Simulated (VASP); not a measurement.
# MgGa3As3 (Pmmm) in VASP: a series of runs, part 2 of 2

VASP 6.6.1. The steps go on from the part before.

### 3 Single point, PBE

This run uses another cell than the first one, of 23.80 Å³/atom.

Input file INCAR:

```
SYSTEM = MgGa3As3
PREC = Accurate
ENCUT = 520
EDIFF = 1E-7
ISMEAR = 0
SIGMA = 0.1
LREAL = .False.
LASPH = .True.
NELM = 60
ALGO = Fast
ISIF = 2
LWAVE = .False.
LCHARG = .True.
GGA = PE
LELF = .True.
LVHAR = .True.
NBANDS = 37
```

Input file KPOINTS:

```
regular mesh
0
Gamma
  6 4 2
  0 0 0
```

Input file POSCAR:

```
MgGa3As3
1.0
    3.8445769658      0.0000000000      0.0000000000
    0.0000000000      4.3333470691      0.0000000000
    0.0000000000      0.0000000000     10.0010567067
Mg Ga As
1 3 3
Direct
    0.5000000000      0.0000000000      0.0000000000
    0.5000000000      0.5000000000      0.1989005320
    0.5000000000      0.5000000000      0.8010994680
    0.0000000000      0.0000000000      0.5000000000
    0.5000000000      0.0000000000      0.3303850831
    0.0000000000      0.5000000000      0.0000000000
    0.5000000000      0.0000000000      0.6696149169
```

Potentials or basis: VASP PAW PBE potentials, release 64 (Mg, Ga_d, As).

Launch:

```console
$ cat potpaw_PBE.64/Mg/POTCAR potpaw_PBE.64/Ga_d/POTCAR potpaw_PBE.64/As/POTCAR > POTCAR
$ mpirun -np 1 vasp_std > vasp.out
```

It took 1.8 min on 1 thread of Intel Xeon 6975P-C (Granite Rapids), shared host; peak memory 0.34 GiB.

It converged, with:

- Free energy: -24.5043 eV
- Pressure: 0.1 GPa
- Largest force: 0.011 eV/Å
- Band gap on the k mesh: zero (bands 28 and 29 overlap by 0.83 eV)

Forces on the atoms (eV/Å):
```
Mg   0.000  0.000  0.000
Ga   0.000  0.000 -0.011
Ga   0.000  0.000  0.011
Ga   0.000  0.000  0.000
As   0.000  0.000 -0.007
As   0.000  0.000  0.000
As   0.000  0.000  0.007
```

Levels at points of the mesh, in eV from the Fermi level:
| k point | band 24 | band 25 | band 26 | band 27 | band 28 | band 29 | band 30 | band 31 | band 32 | band 33 |
| --- | --- | --- | --- | --- | --- | --- | --- | --- | --- | --- |
| (0.00, 0.00, 0.00) | -2.22 | -1.80 | -1.35 | -1.22 | -0.57 | -0.51 | 0.27 | 1.02 | 2.18 | 2.51 |
| (0.50, 0.00, 0.00) | -2.63 | -2.41 | -2.09 | -1.18 | -0.68 | -0.03 | 0.74 | 1.82 | 2.03 | 2.48 |
| (0.00, 0.50, 0.00) | -2.93 | -1.71 | -1.59 | -1.45 | 0.08 | 0.85 | 1.48 | 2.58 | 3.08 | 3.27 |
| (0.50, 0.50, 0.00) | -3.75 | -3.43 | -3.22 | -1.99 | -0.88 | -0.69 | -0.64 | 1.05 | 1.69 | 1.89 |
| (0.00, 0.00, 0.50) | -1.92 | -1.91 | -1.37 | -0.74 | -0.14 | -0.07 | 0.49 | 0.92 | 1.74 | 2.01 |
| (0.50, 0.00, 0.50) | -2.32 | -2.20 | -1.81 | -1.57 | -1.18 | 0.62 | 0.96 | 1.40 | 1.45 | 2.31 |
| (0.00, 0.50, 0.50) | -1.73 | -1.59 | -1.45 | -0.31 | -0.22 | 0.06 | 0.34 | 2.81 | 3.04 | 3.43 |
| (0.50, 0.50, 0.50) | -3.98 | -3.26 | -3.10 | -2.90 | -1.39 | -0.05 | 0.41 | 0.48 | 0.98 | 2.49 |

Caveat: the k points lie up to 0.36 Å⁻¹ apart, too coarse for converged energies and pressures of a metal.

### 4 Single point, PBE

This run uses another cell than the first one, of 23.48 Å³/atom.

Input file INCAR:

```
  PREC = Accurate
  ENCUT = 520
  EDIFF = 1E-6
  ISMEAR = 0
  SIGMA = 0.2
  LREAL = False
  LASPH = True
  NELM = 100
  ALGO = Fast
  ISIF = 2
  LWAVE = False
  LCHARG = False
  GGA = PE
  NBANDS = 37
```

Input file KPOINTS:

```
regular mesh
0
Gamma
  6 6 2
```

Input file POSCAR:

```
MgGa3As3
1.0
    3.8502615571      0.0000000000      0.0000000000
    0.0000000000      4.0930477652      0.0000000000
    0.0000000000      0.0000000000     10.4301162574
Mg Ga As
1 3 3
Direct
    0.5000000000      0.0000000000      0.0000000000
    0.5000000000      0.5000000000      0.1967594731
    0.5000000000      0.5000000000      0.8032405269
    0.0000000000      0.0000000000      0.5000000000
    0.5000000000      0.0000000000      0.3363872229
    0.0000000000      0.5000000000      0.0000000000
    0.5000000000      0.0000000000      0.6636127771
```

Launch:

```console
$ cat potpaw_PBE.64/Mg/POTCAR potpaw_PBE.64/Ga_d/POTCAR potpaw_PBE.64/As/POTCAR > POTCAR
$ mpirun -np 1 vasp_std > vasp.out
```

Run time: 1.9 min. Hardware: 1 thread of Intel Xeon 6975P-C (Granite Rapids), shared host; peak memory 0.35 GiB.

It converged, with:

| Item | Value |
| --- | --- |
| Free energy | -24.5967 eV |
| Pressure | 0.0 GPa |
| Largest force | 0.044 eV/Å |
| Band gap on the k mesh | zero (bands 28 and 29 overlap by 0.97 eV) |

Forces in eV/Å, atoms in the order of the input:
```
Mg   0.000  0.000  0.000
Ga   0.000  0.000 -0.044
Ga   0.000  0.000  0.044
Ga   0.000  0.000  0.000
As   0.000  0.000 -0.018
As   0.000  0.000  0.000
As   0.000  0.000  0.018
```

Stress tensor (GPa, compression positive):
```
 0.32  0.00  0.00
 0.00  0.09  0.00
 0.00  0.00 -0.39
```

Levels at points of the mesh, in eV from the Fermi level:
```csv
k point,band 26,band 27,band 28,band 29,band 30,band 31
"(0.00, 0.00, 0.00)",-1.43,-1.39,-0.50,0.09,1.07,1.13
"(0.50, 0.00, 0.00)",-1.52,-0.88,-0.84,0.64,0.80,2.15
"(0.00, 0.50, 0.00)",-1.44,-1.35,0.19,0.78,1.29,2.19
"(0.50, 0.50, 0.00)",-3.00,-2.05,-1.16,-0.74,-0.64,1.06
"(0.00, 0.00, 0.50)",-1.04,-0.13,0.09,0.17,0.29,1.38
"(0.50, 0.00, 0.50)",-1.66,-1.60,-0.84,0.75,1.22,1.61
"(0.00, 0.50, 0.50)",-1.35,-0.54,-0.35,0.04,0.18,2.59
"(0.50, 0.50, 0.50)",-3.03,-2.82,-1.59,-0.13,0.45,0.63
```

### 5 Relaxation of cell and atoms, PBE

Input file INCAR:

```
PREC = Accurate ; ENCUT = 600
EDIFF = 1E-6 ; ISMEAR = 0
SIGMA = 0.1 ; LREAL = False
LASPH = True ; NELM = 60
ALGO = Fast ; ISIF = 3
LWAVE = False ; LCHARG = False
GGA = PE ; IBRION = 2
NSW = 90 ; EDIFFG = -0.04
```

Input file KPOINTS:

```
regular mesh
0
Gamma
  6 4 2
```

Input file POSCAR:

```
MgGa3As3
1.0
    3.5017106700      0.0000000000      0.0000000000
    0.0000000000      3.9526212700      0.0000000000
    0.0000000000      0.0000000000      9.1325903200
Mg Ga As
1 3 3
Direct
    0.5000000000      0.0000000000      0.0000000000
    0.5000000000      0.5000000000      0.1780484600
    0.5000000000      0.5000000000      0.8219515400
    0.0000000000      0.0000000000      0.5000000000
    0.5000000000      0.0000000000      0.3219515400
    0.0000000000      0.5000000000      0.0000000000
    0.5000000000      0.0000000000      0.6780484600
```

Launch:

```console
$ cat potpaw_PBE.64/Mg/POTCAR potpaw_PBE.64/Ga_d/POTCAR potpaw_PBE.64/As/POTCAR > POTCAR
$ mpirun -np 1 vasp_std > vasp.out
```

Wall time 11 min (1 thread of Intel Xeon 6975P-C (Granite Rapids), shared host); peak memory 0.35 GiB.

It converged, with:

```yaml
Free_energy: -24.5006 eV
Relaxed_volume: 23.89 Å³/atom
Relaxed_cell: a = 3.865 Å, b = 4.374 Å, c = 9.892 Å, α = 90.00°, β = 90.00°, γ = 90.00°
Space_group_after_relaxing_to_0.1_Å: Pmmm (No. 47)
Energy_gained_by_relaxing: 401.2 meV/atom
Ionic_steps: 11
Pressure_after_relaxing: 0.0 GPa
Largest_force_after_relaxing: 0.023 eV/Å
Band_gap_on_the_k_mesh: zero (bands 28 and 29 overlap by 0.83 eV)
```

Forces on the atoms (eV/Å):
```
Mg   0.000  0.000  0.000
Ga   0.000  0.000 -0.007
Ga   0.000  0.000  0.007
Ga   0.000  0.000  0.000
As   0.000  0.000 -0.023
As   0.000  0.000  0.000
As   0.000  0.000  0.023
```

Stress tensor (GPa, compression positive):
```
-0.20  0.00  0.00
 0.00  0.04  0.00
 0.00  0.00  0.09
```

Step by step:
```tsv
step	energy change (eV)	largest force (eV/Å)	pressure (GPa)	volume (Å³)
1	0.0000	2.5767	25.52	126.40
2	-2.4664	0.2688	-3.94	186.60
3	-2.7278	0.4251	0.11	166.56
4	-2.7288	0.3877	-0.19	167.75
5	-2.7525	0.3073	-0.16	167.40
6	-2.7988	0.1534	0.18	166.31
7	-2.7333	0.5382	1.15	164.01
8	-2.8059	0.0519	0.37	165.82
9	-2.8062	0.0122	0.46	165.66
10	-2.8073	0.0386	-0.34	168.46
11	-2.8087	0.0230	-0.02	167.24
```

Final structure:
```cif
data_structure
_symmetry_space_group_name_H-M 'P 1'
_symmetry_Int_Tables_number 1
_cell_length_a 3.8652
_cell_length_b 4.3741
_cell_length_c 9.8917
_cell_angle_alpha 90.000
_cell_angle_beta 90.000
_cell_angle_gamma 90.000
_cell_volume 167.24
loop_
_atom_site_label
_atom_site_type_symbol
_atom_site_fract_x
_atom_site_fract_y
_atom_site_fract_z
_atom_site_occupancy
Mg1 Mg 0.50000 0.00000 0.00000 1
Ga1 Ga 0.50000 0.50000 0.19897 1
Ga2 Ga 0.50000 0.50000 0.80103 1
Ga3 Ga 0.00000 0.00000 0.50000 1
As1 As 0.50000 0.00000 0.32838 1
As2 As 0.00000 0.50000 0.00000 1
As3 As 0.50000 0.00000 0.67162 1
```

Levels at points of the mesh, in eV from the Fermi level:
| k point | band 24 | band 25 | band 26 | band 27 | band 28 | band 29 | band 30 | band 31 | band 32 | band 33 |
| --- | --- | --- | --- | --- | --- | --- | --- | --- | --- | --- |
| (0.00, 0.00, 0.00) | -2.25 | -1.78 | -1.36 | -1.14 | -0.65 | -0.54 | 0.19 | 0.98 | 2.15 | 2.49 |
| (0.50, 0.00, 0.00) | -2.56 | -2.50 | -2.17 | -1.18 | -0.61 | -0.15 | 0.65 | 1.93 | 1.99 | 2.43 |
| (0.00, 0.50, 0.00) | -2.83 | -1.64 | -1.62 | -1.50 | 0.05 | 0.82 | 1.49 | 2.71 | 3.01 | 3.34 |
| (0.50, 0.50, 0.00) | -3.71 | -3.37 | -3.22 | -1.96 | -0.78 | -0.67 | -0.56 | 1.08 | 1.83 | 1.99 |
| (0.00, 0.00, 0.50) | -1.95 | -1.94 | -1.36 | -0.87 | -0.16 | -0.07 | 0.54 | 0.84 | 1.73 | 1.98 |
| (0.50, 0.00, 0.50) | -2.40 | -2.30 | -1.69 | -1.52 | -1.18 | 0.45 | 1.02 | 1.36 | 1.57 | 2.29 |
| (0.00, 0.50, 0.50) | -1.63 | -1.61 | -1.50 | -0.27 | -0.20 | 0.03 | 0.43 | 2.91 | 2.97 | 3.49 |
| (0.50, 0.50, 0.50) | -3.95 | -3.26 | -3.01 | -2.90 | -1.30 | -0.03 | 0.46 | 0.48 | 1.10 | 2.64 |

Caveat: the k points lie up to 0.36 Å⁻¹ apart in the final cell, too coarse for converged energies and pressures of a metal; the volume moved by over 15 % at a fixed basis, so the end points are rough.

### 6 Summary

| task | cell | k mesh | cutoff (eV) | smearing | gap on the mesh (eV) | pressure (GPa) | largest force (eV/Å) |
| --- | --- | --- | --- | --- | --- | --- | --- |
| single point | a = 3.502, b = 3.953, c = 9.133 Å, 7 atoms, atomic positions A | 6 × 4 × 2 | 520 | gaussian 0.1 eV | none | 25.6 | 2.58 |
| single point | a = 3.845, b = 4.333, c = 10.001 Å, 7 atoms, atomic positions B | 6 × 4 × 2 | 520 | gaussian 0.1 eV | none | 0.1 | 0.01 |
| single point | a = 3.850, b = 4.093, c = 10.430 Å, 7 atoms, atomic positions C | 6 × 6 × 2 | 520 | gaussian 0.2 eV | none | 0.0 | 0.04 |
| relaxation of cell and atoms | relaxed from a = 3.502, b = 3.953, c = 9.133 Å, 7 atoms, atomic positions A | 6 × 4 × 2 | 600 | gaussian 0.1 eV | none | 0.0 | 0.02 |

Alike in all rows: level PBE; potentials or basis VASP PAW PBE potentials, release 64 (Mg, Ga_d, As); no spin polarisation.

Caveats: some runs use coarse meshes; forces of over 1 eV/Å act on the atoms, so gaps and moduli don't describe the material at rest (at least some runs); the volume moved by over 15 % at a fixed basis, so the end points are rough (at least some runs).

Absolute energies hang on the potentials; compare differences alone.
